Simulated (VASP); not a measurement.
A run of VASP 6.6.1 is set up as follows.

INCAR

```
SYSTEM = Sb
  PREC = Accurate
  ENCUT = 520
  EDIFF = 1E-7
  ISMEAR = 0
  SIGMA = 0.1
  LREAL = .FALSE.
  LASPH = .TRUE.
  NELM = 100
  ALGO = Normal
  ISIF = 2
  LWAVE = .FALSE.
  LCHARG = .FALSE.
  GGA = PE
  NBANDS = 18
```

KPOINTS

```
Automatic mesh
0
G
  10 10 8
  0 0 0
```

POSCAR

```
Sb
1.0
    4.3682278245      0.0000000000      0.4476898695
    0.0000000000      4.3942018995      0.0000000000
   -0.6447144716      0.0000000000      6.1916062414
Sb
4
Direct
    0.7500125488      0.7500000000      0.2499788868
    0.2500743056      0.2500000000      0.2500002612
    0.7499256944      0.7500000000      0.7499997388
    0.2499874512      0.2500000000      0.7500211132
```

Potentials or basis: VASP PAW PBE potentials, release 64 (Sb).

Run with:

```console
$ cat potpaw_PBE.64/Sb/POTCAR > POTCAR
$ mpirun -np 1 vasp_std > vasp.out
```

**Question.** What does it give for the band gap on the k mesh?

**Answer.** Zero (band 10 reaches 7.25 eV, above the bottom of band 11 at 6.52 eV).

**Question.** Predict the pressure.

**Answer.** 0.0 GPa.

Caveat: spin-orbit coupling is left out, which moves the levels of the heavy elements.
